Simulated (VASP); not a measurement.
Set up this calculation in VASP 6.6.1, as the native input.

| Item | Value |
| --- | --- |
| Task | single point |
| Functional | PBE |
| Potentials or basis | VASP PAW PBE potentials, release 64 (B, N) |
| Cutoff | 520 eV |
| k mesh | 18 × 18 × 18 |
| Occupations | fermi-dirac, width 0.08 eV |
| Spin | no spin polarisation |
| Dipole correction | no |
| Further INCAR settings | ALGO = Normal; EDIFF = 1e-07; NBANDS = 11 |

The structure of BN (zincblende type) lies in POSCAR:

```
BN
1.0
    0.0000000000      1.5383158292      1.5383158292
    1.5383158292      0.0000000000      1.5383158292
    1.5383158292      1.5383158292      0.0000000000
B N
1 1
Direct
    0.0000000000      0.0000000000      0.0000000000
    0.2500000000      0.2500000000      0.2500000000
```

These files were run (other wordings do the same):

INCAR

```
SYSTEM = BN
PREC = Accurate ; ENCUT = 520
EDIFF = 1E-7 ; ISMEAR = -1
SIGMA = 0.08 ; LREAL = .FALSE.
LASPH = .TRUE. ; NELM = 100
ALGO = Normal ; ISIF = 2
LWAVE = .FALSE. ; LCHARG = .FALSE.
GGA = PE ; NBANDS = 11
```

KPOINTS

```
Automatic mesh
0
G
  18 18 18
  0 0 0
```

Potentials or basis: VASP PAW PBE potentials, release 64 (B, N).

Launch:

```sh
$ cat potpaw_PBE.64/B/POTCAR potpaw_PBE.64/N/POTCAR > POTCAR
$ mpirun -np 1 vasp_std > vasp.out
```

It gave:

```json
{
  "Pressure": "442.4 GPa",
  "Band gap on the k mesh": "4.84 eV, indirect (least direct gap 11.12 eV)"
}
```

It took 14 s on 1 thread of Intel(R) Xeon(R) Platinum 8488C (Sapphire Rapids), on a shared host, peak memory 0.12 GiB.
